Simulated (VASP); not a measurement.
# Sb (Fm-3m) in VASP: a series of runs, part 3 of 3

VASP 6.6.1.

## Step 4: Single point, LDA (volume scaled by 0.8)

The input, INCAR:

```
PREC = Accurate
ENCUT = 500
EDIFF = 1E-6
ISMEAR = -1
SIGMA = 0.1
LREAL = F
LASPH = T
NELM = 120
ALGO = Normal
ISIF = 2
LWAVE = F
LCHARG = F
GGA = CA
NBANDS = 8
GGA_COMPAT = F
```

The input, KPOINTS:

```
Automatic mesh
0
Gamma
  15 15 15
```

The input, POSCAR:

```
Sb
1.0
    0.0000000000      2.1759385852      2.1759385852
    2.1759385852      0.0000000000      2.1759385852
    2.1759385852      2.1759385852      0.0000000000
Sb
1
Direct
    0.0000000000      0.0000000000      0.0000000000
```

Potentials or basis: VASP PAW LDA potentials, release 64 (Sb).

Command:

```sh
> cat potpaw_LDA.64/Sb/POTCAR > POTCAR
> mpirun -np 1 vasp_std > vasp.out
```

OUTCAR:

```text
PREC = Accurate
   ENCUT = 500
   EDIFF = 1E-6
   ISMEAR = -1
   LREAL = F
   LASPH = T
   NELM = 120
   ISIF = 2
   GGA = CA

 ion  position               nearest neighbor table
   1  0.000  0.000  0.000-

  LATTYP: Found a face centered cubic cell.
 ALAT       =     4.3518771704

  Lattice vectors:

 A1 = (   0.0000000000,   2.1759385852,   2.1759385852)
 A2 = (   2.1759385852,   0.0000000000,   2.1759385852)
 A3 = (   2.1759385852,   2.1759385852,   0.0000000000)

Analysis of symmetry for initial positions (statically):
=====================================================================
 Subroutine PRICEL returns:
 Original cell was already a primitive cell.

 Routine SETGRP: Setting up the symmetry group for a
 face centered cubic supercell.

 Subroutine GETGRP returns: Found 48 space group operations
 (whereof 48 operations were pure point group operations)
 out of a pool of 48 trial point group operations.

The static configuration has the point symmetry O_h .

Analysis of symmetry for dynamics (positions and initial velocities):
=====================================================================
 Subroutine PRICEL returns:
 Original cell was already a primitive cell.

 Routine SETGRP: Setting up the symmetry group for a
 face centered cubic supercell.

 Subroutine GETGRP returns: Found 48 space group operations
 (whereof 48 operations were pure point group operations)
 out of a pool of 48 trial point group operations.

The dynamic configuration has the point symmetry O_h .

 Subroutine INISYM returns: Found 48 space group operations
 (whereof 48 operations are pure point group operations),
 and found     1 'primitive' translations

----------------------------------------------------------------------------------------

                                     Primitive cell

  volume of cell :      20.6049
[... 100 lines left out ...]
   EMIN   =  10.00;   EMAX   =-10.00  energy-range for DOS
   EFERMI =   0.00;   METHOD = LEGACY
   ISMEAR =    -1;   SIGMA  =   0.10  broadening in eV -4-tet -1-fermi 0-gaus
   EFERMI_NEDOS =   21; number of points for ismear=-14 and -15
   IALGO  =     38    algorithm
   IMIX   =      4    mixing-type and parameters
     AMIX     =   0.40;   BMIX     =  1.00
     AMIX_MAG =   1.60;   BMIX_MAG =  1.00
  volume/ion in A,a.u.               =      20.60       139.05
  Fermi-wavevector in a.u.,A,eV,Ry     =   1.021115  1.929628 14.186480  1.042677
  Thomas-Fermi vector in A             =   2.154722
   LORBIT       =      0    0 simple, 1 ext, 2 COOP (PROOUT), +10 PAW based schemes
   GGA     = CA    functional components
   LHFCALC =     F    Hartree Fock is set to
   AEXX    =    0.0000 exact exchange contribution
   IVDW    =     0    specifies the selected vdW correction
   LEPSILON=     F    determine dielectric tensor
   LRPA    =     F    only Hartree local field effects (RPA)
 non-spin polarized calculation
  energy-cutoff  :      500.00
  volume of cell :       20.60
 maximum number of plane-waves:       534
   NGX = 11   NGY = 11   NGZ = 11

 number of electron       5.0000000 magnetization

 Free energy of the ion-electron system (eV)
  ---------------------------------------------------
  ext. energy  EPLUGINS =         0.00000000
  ---------------------------------------------------
  free energy    TOTEN  =        -4.19608559 eV

  energy without entropy =       -4.17784991  energy(sigma->0) =       -4.18696775

 E-fermi :  12.4535     XC(G=0): -11.5602

 val. band max:       12.4439327946   @ k =   0.4000   0.2667   0.1333
 cond. band min:      12.4705286981   @ k =  -0.4000   0.3333   0.1333
 fundamental gap:      0.0265959035
 Fermi energy:        12.4535110089

 k-point     1 :       0.0000    0.0000    0.0000
  band No.  band energies     occupation
      1      -2.9622      2.00000
      2      19.8159      0.00000
      3      19.8159      0.00000
      4      19.8159      0.00000
      5      22.5563      0.00000
      6      23.0122      0.00000
      7      23.0122      0.00000
      8      23.0122      0.00000
[... 243 lines left out ...]
 k-point    24 :       0.2000    0.1333    0.0000
  band No.  band energies     occupation
      1      -1.9557      2.00000
      2      15.4216      0.00000
      3      16.8138      0.00000
      4      17.8585      0.00000
      5      20.1312      0.00000
      6      21.8754      0.00000
      7      25.7146      0.00000
      8      26.3075      0.00000

 [... further k-points ...]
[... 5 lines left out ...]
  --------------------------------------------------------------------------------------
  -------------------------------------------------------------------------------------
  Total        3.4287145      3.4287145      3.4287145      0.0000000      0.0000000     -0.0000000
  in kB      266.6072868    266.6072868    266.6072868      0.0000000      0.0000000     -0.0000000
  external PRESSURE =     266.6072868 kB  Pullay stress =       0.0000000 kB

 VOLUME and BASIS-vectors are now :
 -----------------------------------------------------------------------------
  energy-cutoff  :      500.00
  volume of cell :       20.60
      direct lattice vectors                 reciprocal lattice vectors
     0.000000000  2.175938585  2.175938585    -0.229785897  0.229785897  0.229785897
     2.175938585  0.000000000  2.175938585     0.229785897 -0.229785897  0.229785897
     2.175938585  2.175938585  0.000000000     0.229785897  0.229785897 -0.229785897

 POSITION                                       TOTAL-FORCE (eV/Angst)
 -----------------------------------------------------------------------------------
      0.00000      0.00000      0.00000         0.000000      0.000000      0.000000
 -----------------------------------------------------------------------------------
    total drift:                                0.000000     -0.000000      0.000000

  FREE ENERGIE OF THE ION-ELECTRON SYSTEM (eV)
  ---------------------------------------------------
  free  energy   TOTEN  =        -4.1960855880 eV

  energy  without entropy=       -4.1778499122  energy(sigma->0) =       -4.18696775
```

It took 6.2 s on 1 thread of Intel Xeon 6975P-C, shared host; peak memory 0.14 GiB.

Results:

| Property | Result |
| --- | --- |
| Free energy | -4.1961 eV |
| Pressure | 26.7 GPa |

Levels at points of the mesh, in eV from the Fermi level:
```
           k point  band 1  band 2  band 3  band 4  band 5  band 6
(0.00, 0.00, 0.00)  -15.42    7.36    7.36    7.36   10.10   10.56
```

Caveat: spin-orbit coupling is left out, which moves the levels of the heavy elements.

## Step 5: Single point, LDA (volume scaled by 0.8)

The input, INCAR:

```
SYSTEM = Sb
PREC     = Accurate       ! precision mode
ENCUT    = 500            ! plane-wave cutoff, eV
EDIFF    = 1E-6           ! SCF threshold, eV
ISMEAR   = -1             ! smearing method
SIGMA    = 0.1            ! smearing width, eV
LREAL    = .FALSE.        ! projectors in reciprocal space
LASPH    = .TRUE.         ! aspherical terms in the spheres
NELM     = 120            ! most SCF steps
ALGO     = Normal         ! electronic algorithm
ISIF     = 2              ! what is computed and relaxed
LWAVE    = .FALSE.        ! write WAVECAR
LCHARG   = .TRUE.         ! write CHGCAR
GGA      = CA             ! functional
LELF     = .TRUE.         ! ELF
LVHAR    = .TRUE.       
NBANDS   = 8              ! bands
GGA_COMPAT= .FALSE.
```

The input, KPOINTS:

```
regular mesh
0
G
  15 15 15
  0 0 0
```

POSCAR is that of step 4.

Potentials or basis: VASP PAW LDA potentials, release 64 (Sb).

Command:

```sh
> cat potpaw_LDA.64/Sb/POTCAR > POTCAR
> mpirun -np 1 vasp_std > vasp.out
```

OUTCAR:

```text
SYSTEM = Sb
   PREC = Accurate
   ENCUT = 500
   EDIFF = 1E-6
   ISMEAR = -1
   LREAL = .FALSE.
   LASPH = .TRUE.
   NELM = 120
   ISIF = 2
   GGA = CA

 ion  position               nearest neighbor table
   1  0.000  0.000  0.000-

  LATTYP: Found a face centered cubic cell.
 ALAT       =     4.3518771704

  Lattice vectors:

 A1 = (   0.0000000000,   2.1759385852,   2.1759385852)
 A2 = (   2.1759385852,   0.0000000000,   2.1759385852)
 A3 = (   2.1759385852,   2.1759385852,   0.0000000000)

Analysis of symmetry for initial positions (statically):
[... 434 lines left out ...]
      3      16.8138      0.00000
      4      17.8585      0.00000
      5      20.1312      0.00000
      6      21.8754      0.00000
      7      25.7146      0.00000
      8      26.3075      0.00000

 [... further k-points ...]
[... 5 lines left out ...]
  --------------------------------------------------------------------------------------
  -------------------------------------------------------------------------------------
  Total        3.4287145      3.4287145      3.4287145      0.0000000      0.0000000     -0.0000000
  in kB      266.6072868    266.6072868    266.6072868      0.0000000      0.0000000     -0.0000000
  external PRESSURE =     266.6072868 kB  Pullay stress =       0.0000000 kB

 VOLUME and BASIS-vectors are now :
 -----------------------------------------------------------------------------
  energy-cutoff  :      500.00
  volume of cell :       20.60
      direct lattice vectors                 reciprocal lattice vectors
     0.000000000  2.175938585  2.175938585    -0.229785897  0.229785897  0.229785897
     2.175938585  0.000000000  2.175938585     0.229785897 -0.229785897  0.229785897
     2.175938585  2.175938585  0.000000000     0.229785897  0.229785897 -0.229785897

 POSITION                                       TOTAL-FORCE (eV/Angst)
 -----------------------------------------------------------------------------------
      0.00000      0.00000      0.00000         0.000000      0.000000      0.000000
 -----------------------------------------------------------------------------------
    total drift:                                0.000000     -0.000000      0.000000

  FREE ENERGIE OF THE ION-ELECTRON SYSTEM (eV)
  ---------------------------------------------------
  free  energy   TOTEN  =        -4.1960855880 eV

  energy  without entropy=       -4.1778499122  energy(sigma->0) =       -4.18696775
```

OSZICAR:

```text
N       E                     dE             d eps       ncg     rms          rms(c)
DAV:   1     0.493313049658E+01    0.49331E+01   -0.17142E+03  1976   0.405E+02
DAV:   2    -0.411730878104E+01   -0.90504E+01   -0.87649E+01  2624   0.559E+01
DAV:   3    -0.420956857464E+01   -0.92260E-01   -0.91106E-01  2472   0.631E+00
DAV:   4    -0.420975472954E+01   -0.18615E-03   -0.18615E-03  2864   0.331E-01
DAV:   5    -0.420975490937E+01   -0.17983E-06   -0.17917E-06  2520   0.786E-03    0.296E+00
DAV:   6    -0.420119411384E+01    0.85608E-02   -0.27711E-04  2528   0.985E-02    0.176E+00
DAV:   7    -0.419609104031E+01    0.51031E-02   -0.74362E-04  2360   0.155E-01    0.294E-02
DAV:   8    -0.419608603116E+01    0.50092E-05   -0.21097E-05  2680   0.306E-02    0.577E-03
DAV:   9    -0.419608558796E+01    0.44320E-06   -0.80994E-07  2776   0.492E-03
   1 F= -.41960856E+01 E0= -.41869678E+01  d E =-.182357E-01
```

stdout:

```text
POSCAR found type information on POSCAR Sb
 POSCAR found :  1 types and       1 ions
 scaLAPACK will be used
 LDA part: xc-table for (Slater(with rela. corr.)+CA(PZ))
 , standard interpolation
 POSCAR, INCAR and KPOINTS ok, starting setup
 FFT: planning ... GRIDC
 FFT: planning ... GRID_SOFT
 FFT: planning ... GRID
 WAVECAR not read
 entering main loop
```

It took 8.1 s on 1 thread of Intel Xeon 6975P-C, shared host; peak memory 0.14 GiB.

What came out:

```
Free energy : -4.1961 eV
Pressure    : 26.7 GPa
```

Levels at points of the mesh, in eV from the Fermi level:
```
           k point  band 1  band 2  band 3  band 4  band 5  band 6  band 7
(0.00, 0.00, 0.00)  -15.42    7.36    7.36    7.36   10.10   10.56   10.56
```

Caveat: spin-orbit coupling is left out, which moves the levels of the heavy elements.
